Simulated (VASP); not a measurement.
# Li6SnBr8 (Fm-3m) in VASP: single point with PBE

Aim: the single point of Li6SnBr8 with PBE.

Program: VASP 6.6.1. These are calculated values, not measurements. Logs are shortened: lines on timing, memory, paths and dates and some standing lists are left out, and cuts for length are marked.

**1. The cell of the first run**

Symmetry: Fm-3m, No. 225, cubic system. The conventional cell has a = 11.049 Å, b = 11.049 Å, c = 11.049 Å, α = 90.00°, β = 90.00°, γ = 90.00°. Within 3.6 Å of Br (site symmetry -43m) lie 6 Li at 2.76 Å. Br (site symmetry 4mm) has 1 Sn at 2.71 Å and 4 Li at 2.76 Å within 3.6 Å. Sn (site symmetry m-3m) has 6 Br at 2.71 Å within 3.6 Å. Within 3.6 Å of Li (site symmetry mmm) lie 6 Br at 2.76 Å.

**2. Single point, PBE**

INCAR reads:

```
SYSTEM = Li6SnBr8
  PREC = Accurate
  ENCUT = 520
  EDIFF = 1E-6
  ISMEAR = 1
  SIGMA = 0.011
  LREAL = Auto
  LASPH = .TRUE.
  NELM = 60
  ALGO = Normal
  ISIF = 2
  LWAVE = .FALSE.
  LCHARG = .FALSE.
  GGA = PE
  NBANDS = 57
```

KPOINTS reads:

```
regular mesh
0
G
  4 4 4
  0 0 0
```

POSCAR reads:

```
Li6SnBr8
1.0
    0.0000000000      5.5246180000      5.5246180000
    5.5246180000      0.0000000000      5.5246180000
    5.5246180000      5.5246180000      0.0000000000
Br Sn Li
8 1 6
Direct
    0.2500000000      0.2500000000      0.2500000000
    0.7500000000      0.7500000000      0.7500000000
    0.7550000000      0.2450000000      0.2450000000
    0.2450000000      0.7550000000      0.2450000000
    0.2450000000      0.7550000000      0.7550000000
    0.7550000000      0.2450000000      0.7550000000
    0.2450000000      0.2450000000      0.7550000000
    0.7550000000      0.7550000000      0.2450000000
    0.0000000000      0.0000000000      0.0000000000
    0.5000000000      0.0000000000      0.0000000000
    0.5000000000      0.0000000000      0.5000000000
    0.0000000000      0.5000000000      0.5000000000
    0.0000000000      0.5000000000      0.0000000000
    0.5000000000      0.5000000000      0.0000000000
    0.0000000000      0.0000000000      0.5000000000
```

Potentials or basis: VASP PAW PBE potentials, release 64 (Br, Sn_d, Li_sv).

Launch:

```bash
> cat potpaw_PBE.64/Br/POTCAR potpaw_PBE.64/Sn_d/POTCAR potpaw_PBE.64/Li_sv/POTCAR > POTCAR
> mpirun -np 1 vasp_std > vasp.out
```

OUTCAR:

```text
SYSTEM = Li6SnBr8
   PREC = Accurate
   ENCUT = 520
   EDIFF = 1E-6
   ISMEAR = 1
   LREAL = Auto
   LASPH = .TRUE.
   NELM = 60
   ISIF = 2
   GGA = PE

 ion  position               nearest neighbor table
   1  0.250  0.250  0.250-
   2  0.750  0.750  0.750-
   3  0.755  0.245  0.245-   9 2.71
   4  0.245  0.755  0.245-   9 2.71
   5  0.245  0.755  0.755-   9 2.71
   6  0.755  0.245  0.755-   9 2.71
   7  0.245  0.245  0.755-   9 2.71
   8  0.755  0.755  0.245-   9 2.71
   9  0.000  0.000  0.000-   3 2.71   4 2.71   5 2.71   6 2.71   7 2.71   8 2.71
  10  0.500  0.000  0.000-
  11  0.500  0.000  0.500-
  12  0.000  0.500  0.500-
  13  0.000  0.500  0.000-
  14  0.500  0.500  0.000-
  15  0.000  0.000  0.500-

  LATTYP: Found a face centered cubic cell.
 ALAT       =    11.0492360000

  Lattice vectors:

 A1 = (   0.0000000000,   5.5246180000,   5.5246180000)
 A2 = (   5.5246180000,   0.0000000000,   5.5246180000)
 A3 = (   5.5246180000,   5.5246180000,   0.0000000000)

Analysis of symmetry for initial positions (statically):
=====================================================================
 Subroutine PRICEL returns:
 Original cell was already a primitive cell.

 Routine SETGRP: Setting up the symmetry group for a
 face centered cubic supercell.

 Subroutine GETGRP returns: Found 48 space group operations
 (whereof 48 operations were pure point group operations)
 out of a pool of 48 trial point group operations.

The static configuration has the point symmetry O_h .

Analysis of symmetry for dynamics (positions and initial velocities):
=====================================================================
 Subroutine PRICEL returns:
 Original cell was already a primitive cell.

 Routine SETGRP: Setting up the symmetry group for a
 face centered cubic supercell.

 Subroutine GETGRP returns: Found 48 space group operations
 (whereof 48 operations were pure point group operations)
 out of a pool of 48 trial point group operations.

The dynamic configuration has the point symmetry O_h .

 Subroutine INISYM returns: Found 48 space group operations
 (whereof 48 operations are pure point group operations),
 and found     1 'primitive' translations

----------------------------------------------------------------------------------------

                                     Primitive cell

  volume of cell :     337.2382

  direct lattice vectors                    reciprocal lattice vectors
     0.000000000  5.524618000  5.524618000    -0.090503995  0.090503995  0.090503995
     5.524618000  0.000000000  5.524618000     0.090503995 -0.090503995  0.090503995
     5.524618000  5.524618000  0.000000000     0.090503995  0.090503995 -0.090503995

  length of vectors
     7.812989703  7.812989703  7.812989703     0.156757518  0.156757518  0.156757518

  position of ions in fractional coordinates (direct lattice)
     0.250000000  0.250000000  0.250000000
     0.750000000  0.750000000  0.750000000
     0.755000000  0.245000000  0.245000000
     0.245000000  0.755000000  0.245000000
     0.245000000  0.755000000  0.755000000
     0.755000000  0.245000000  0.755000000
     0.245000000  0.245000000  0.755000000
     0.755000000  0.755000000  0.245000000
     0.000000000  0.000000000  0.000000000
     0.500000000  0.000000000  0.000000000
     0.500000000  0.000000000  0.500000000
     0.000000000  0.500000000  0.500000000
     0.000000000  0.500000000  0.000000000
     0.500000000  0.500000000  0.000000000
     0.000000000  0.000000000  0.500000000

  ion indices of the primitive-cell ions
   primitive index   ion index
                 1           1
                 2           2
                 3           3
                 4           4
                 5           5
                 6           6
                 7           7
                 8           8
                 9           9
                10          10
                11          11
                12          12
                13          13
                14          14
                15          15

----------------------------------------------------------------------------------------

 KPOINTS: regular mesh

Automatic generation of k-mesh.
 Grid dimensions read from file:
 generate k-points for:    4    4    4

 Generating k-lattice:

  Cartesian coordinates                     Fractional coordinates (reciprocal lattice)
    -0.022625999  0.022625999  0.022625999     0.250000000  0.000000000  0.000000000
     0.022625999 -0.022625999  0.022625999     0.000000000  0.250000000  0.000000000
     0.022625999  0.022625999 -0.022625999     0.000000000  0.000000000  0.250000000

  Length of vectors
     0.039189379  0.039189379  0.039189379

  Shift w.r.t. Gamma in fractional coordinates (k-lattice)
     0.000000000  0.000000000  0.000000000

 Subroutine IBZKPT returns following result:
 ===========================================

 Found      8 irreducible k-points:

 Following reciprocal coordinates:
            Coordinates               Weight
  0.000000  0.000000  0.000000      1.000000
  0.250000  0.000000  0.000000      8.000000
  0.500000  0.000000  0.000000      4.000000
  0.250000  0.250000  0.000000      6.000000
  0.500000  0.250000  0.000000     24.000000
 -0.250000  0.250000  0.000000     12.000000
  0.500000  0.500000  0.000000      3.000000
 -0.250000  0.500000  0.250000      6.000000
   k-points           NKPTS =      8   k-points in BZ     NKDIM =      8   number of bands    NBANDS=     57
   number of dos      NEDOS =    301   number of ions     NIONS =     15
   total plane-waves  NPLWV = 216000
   dimension x,y,z NGX =    60 NGY =   60 NGZ =   60
   dimension x,y,z NGXF=   120 NGYF=  120 NGZF=  120
   ions per type =               8   1   6
   NGX,Y,Z   is equivalent  to a cutoff of  12.77, 12.77, 12.77 a.u.
   NGXF,Y,Z  is equivalent  to a cutoff of  25.53, 25.53, 25.53 a.u.
 SYSTEM =  Li6SnBr8
   PREC   = accura    normal or accurate (medium, high low for compatibility)
   ISTART =      0    job   : 0-new  1-cont  2-samecut
   ICHARG =      2    charge: 1-file 2-atom 10-const
   ISPIN  =      1    spin polarized calculation?
   LNONCOLLINEAR =      F non collinear calculations
   LSORBIT =      F    spin-orbit coupling
   LASPH  =      T    aspherical Exc in radial PAW
   ENCUT  =  520.0 eV  38.22 Ry    6.18 a.u.  14.53 14.53 14.53*2*pi/ulx,y,z
   NELM   =     60;   NELMIN=  2; NELMDL= -5     # of ELM steps
   EDIFF  = 0.1E-05   stopping-criterion for ELM
   LREAL  =      T    real-space projection
   EDIFFG = 0.1E-04   stopping-criterion for IOM
   NSW    =      0    number of steps for IOM
   IBRION =     -1    ionic relax: 0-MD 1-quasi-New 2-CG
   NFREE  =      0    steps in history (QN), initial steepest desc. (CG)
   ISIF   =      2    stress and relaxation
   ISYM   =      2    0-nonsym 1-usesym 2-fastsym
   POTIM  = 0.5000    time-step for ionic-motion
   TEBEG  =    0.0;   TEEND  =   0.0 temperature during run
   PSTRESS=    0.0 pullay stress
   NELECT =      88.0000    total number of electrons
   NUPDOWN=      -1.0000    fix difference up-down
   EMIN   =  10.00;   EMAX   =-10.00  energy-range for DOS
   EFERMI =   0.00;   METHOD = LEGACY
   ISMEAR =     1;   SIGMA  =   0.01  broadening in eV -4-tet -1-fermi 0-gaus
   EFERMI_NEDOS =   21; number of points for ismear=-14 and -15
   IALGO  =     38    algorithm
   IMIX   =      4    mixing-type and parameters
     AMIX     =   0.40;   BMIX     =  1.00
     AMIX_MAG =   1.60;   BMIX_MAG =  1.00
  volume/ion in A,a.u.               =      22.48       151.72
  Fermi-wavevector in a.u.,A,eV,Ry     =   1.046141  1.976919 14.890360  1.094411
  Thomas-Fermi vector in A             =   2.180966
   LORBIT       =      0    0 simple, 1 ext, 2 COOP (PROOUT), +10 PAW based schemes
   GGA     = PE    functional components
   LHFCALC =     F    Hartree Fock is set to
   AEXX    =    0.0000 exact exchange contribution
   IVDW    =     0    specifies the selected vdW correction
   LEPSILON=     F    determine dielectric tensor
   LRPA    =     F    only Hartree local field effects (RPA)
 non-spin polarized calculation
 Methfessel and Paxton  Order N= 1 SIGMA  =   0.01
  energy-cutoff  :      520.00
  volume of cell :      337.24
 maximum number of plane-waves:      9185
 NGX is ok and might be reduce to    60
   NGX = 29   NGY = 29   NGZ = 29

 number of electron      88.0000045 magnetization

 Free energy of the ion-electron system (eV)
  ---------------------------------------------------
  ext. energy  EPLUGINS =         0.00000000
  ---------------------------------------------------
  free energy    TOTEN  =       -47.85236225 eV

  energy without entropy =      -47.85236225  energy(sigma->0) =      -47.85236225

 E-fermi :   3.3258     XC(G=0):  -8.5035

 val. band max:        3.2511934745   @ k =  -0.2500   0.5000   0.2500
 cond. band min:       5.7202703500   @ k =   0.0000   0.0000   0.0000
 fundamental gap:      2.4690768754
 Fermi energy:         3.3258119410

 k-point     1 :       0.0000    0.0000    0.0000
  band No.  band energies     occupation
      1     -43.8544      2.00000
      2     -43.8538      2.00000
      3     -43.8538      2.00000
      4     -43.8538      2.00000
      5     -43.8534      2.00000
      6     -43.8534      2.00000
[... 461 lines left out ...]
     55       8.7189      0.00000
     56       8.8487      0.00000
 [bands above 56 left out]

------------------------ aborting loop because EDIFF is reached ----------------------------------------

  FORCE on cell =-STRESS in cart. coord.  units (eV):
  Direction    XX          YY          ZZ          XY          YZ          ZX
  --------------------------------------------------------------------------------------
  -------------------------------------------------------------------------------------
  Total        9.5586376      9.5586376      9.5586376     -0.0000000      0.0000000     -0.0000000
  in kB       45.4119155     45.4119155     45.4119155     -0.0000000      0.0000000     -0.0000000
  external PRESSURE =      45.4119155 kB  Pullay stress =       0.0000000 kB

 VOLUME and BASIS-vectors are now :
 -----------------------------------------------------------------------------
  energy-cutoff  :      520.00
  volume of cell :      337.24
      direct lattice vectors                 reciprocal lattice vectors
     0.000000000  5.524618000  5.524618000    -0.090503995  0.090503995  0.090503995
     5.524618000  0.000000000  5.524618000     0.090503995 -0.090503995  0.090503995
     5.524618000  5.524618000  0.000000000     0.090503995  0.090503995 -0.090503995

 POSITION                                       TOTAL-FORCE (eV/Angst)
 -----------------------------------------------------------------------------------
      2.76231      2.76231      2.76231        -0.000000      0.000000      0.000000
      8.28693      8.28693      8.28693        -0.000000      0.000000      0.000000
      2.70706      5.52462      5.52462         1.651610      0.000000      0.000000
      5.52462      2.70706      5.52462        -0.000000      1.651610      0.000000
      8.34217      5.52462      5.52462        -1.651610      0.000000      0.000000
      5.52462      8.34217      5.52462        -0.000000     -1.651610      0.000000
      5.52462      5.52462      2.70706        -0.000000      0.000000      1.651610
      5.52462      5.52462      8.34217        -0.000000      0.000000     -1.651610
      0.00000      0.00000      0.00000        -0.000000      0.000000      0.000000
      0.00000      2.76231      2.76231        -0.000000      0.000000      0.000000
      2.76231      5.52462      2.76231        -0.000000      0.000000      0.000000
      5.52462      2.76231      2.76231        -0.000000      0.000000      0.000000
      2.76231      0.00000      2.76231        -0.000000      0.000000      0.000000
      2.76231      2.76231      5.52462        -0.000000      0.000000      0.000000
      2.76231      2.76231      0.00000        -0.000000      0.000000      0.000000
 -----------------------------------------------------------------------------------
    total drift:                                0.000000      0.000000     -0.000000

  FREE ENERGIE OF THE ION-ELECTRON SYSTEM (eV)
  ---------------------------------------------------
  free  energy   TOTEN  =       -47.8523622480 eV

  energy  without entropy=      -47.8523622480  energy(sigma->0) =      -47.85236225
```

Wall time 5.4 min (1 thread of Oxide Virtual Turin-like, shared host); peak memory 0.47 GiB.

What came out:

- Free energy: -47.8524 eV
- Largest force: 1.652 eV/Å
- Band gap on the k mesh: 2.47 eV (least direct gap 2.76 eV)

Forces on the atoms (eV/Å):
```
Br   0.000  0.000  0.000
Br   0.000  0.000  0.000
Br   1.652  0.000  0.000
Br   0.000  1.652  0.000
Br  -1.652  0.000  0.000
Br   0.000 -1.652  0.000
Br   0.000  0.000  1.652
Br   0.000  0.000 -1.652
Sn   0.000  0.000  0.000
Li   0.000  0.000  0.000
Li   0.000  0.000  0.000
Li   0.000  0.000  0.000
Li   0.000  0.000  0.000
Li   0.000  0.000  0.000
Li   0.000  0.000  0.000
```

Levels at points of the mesh, in eV from the valence-band top:
| k point | band 40 | band 41 | band 42 | band 43 | band 44 | band 45 | band 46 | band 47 | band 48 | band 49 |
| --- | --- | --- | --- | --- | --- | --- | --- | --- | --- | --- |
| (0.00, 0.00, 0.00) | -2.93 | -2.76 | -2.76 | -2.76 | -1.08 | 2.47 | 2.57 | 2.57 | 2.57 | 2.91 |
| (0.50, 0.00, 0.00) | -2.86 | -2.86 | -2.83 | -2.83 | -0.25 | 2.51 | 3.36 | 3.70 | 3.81 | 3.81 |
| (0.50, 0.50, 0.00) | -2.97 | -2.95 | -2.94 | -2.94 | -0.02 | 3.49 | 3.49 | 4.12 | 4.22 | 4.24 |

Caveat: the cutoff is under 1.25 times the usual one of these potentials, so pressure, stress and relaxed cells hold a basis-set (Pulay) error; spin-orbit coupling is left out, which moves the levels of the heavy elements; forces of over 1 eV/Å act on the atoms, so gaps and moduli don't describe the material at rest.
